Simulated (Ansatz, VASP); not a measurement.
## LiF: VASP beside Ansatz

INCAR

```
SYSTEM = LiF
  PREC = Accurate
  ENCUT = 600
  EDIFF = 1E-7
  ISMEAR = 0
  SIGMA = 0.1
  LREAL = .False.
  LASPH = .True.
  NELM = 60
  ALGO = Normal
  ISIF = 3
  LWAVE = .False.
  LCHARG = .False.
  IBRION = 2
  NSW = 100
  EDIFFG = -0.05
```

KPOINTS

```
Automatic mesh
0
Gamma
  8 8 8
  0 0 0
```

File POSCAR:

```
LiF
1.0
    0.0000000000      2.0417135700      2.0417135700
    2.0417135700      0.0000000000      2.0417135700
    2.0417135700      2.0417135700      0.0000000000
Li F
1 1
Direct
    0.0000000000      0.0000000000      0.0000000000
    0.5000000000      0.5000000000      0.5000000000
```

Input for Ansatz:

```yaml
crystal:
  lattice:
    - [0.0, 2.04171357, 2.04171357]
    - [2.04171357, 0.0, 2.04171357]
    - [2.04171357, 2.04171357, 0.0]
  atoms:
    - { symbol: Li, position: [0.0, 0.0, 0.0] }
    - { symbol: F, position: [0.5, 0.5, 0.5] }
basis:
  ecutwfc: 420
kpoints:
  mp_grid: { grid: [8, 8, 8] }
hamiltonian:
  xc: lda
  pseudopotentials: { kind: paw, azcp: { folder: soft_1 } }
scf:
  occupations: { method: gaussian, width: 0.1 }
output:
  forces: true
  stress: true
  eigenvalues: true
relax:
  adjacent_minimum: "off"
  f_tol: 0.05
  max_steps: 80
  cell: { stress_tol: 0.5 }
```

Alike in both runs: task relaxation of cell and atoms; functional LDA; k mesh 8 × 8 × 8; occupations gaussian, width 0.1 eV; no spin polarisation.

|  | VASP | Ansatz |
| --- | --- | --- |
| version | VASP 6.6.1 | Ansatz 0.2.0 |
| potentials or method | VASP PAW LDA potentials, release 64 (Li_sv, F), cutoff 600 eV | scalar-relativistic, plane waves, PAW |
| valence electrons in the cell | 10 | 10 |

```csv
,VASP,Ansatz,Ansatz less VASP
"gap on the k mesh at the Fermi level, each at its own relaxed structure (eV)",9.71,9.71,-0.004
relaxed volume (Å³/atom),7.45,7.46,+0.008
relaxed cell length with the largest relative difference (Å),2.762,2.763,+0.0010
```

Ansatz warns that its potentials were made for another functional, while VASP's fit it. LDA's correlation is that of Perdew and Zunger in VASP and of Perdew and Wang (1992) in Ansatz.

Noted on VASP's run: the cutoff is short for stress, so the pressure is rough.
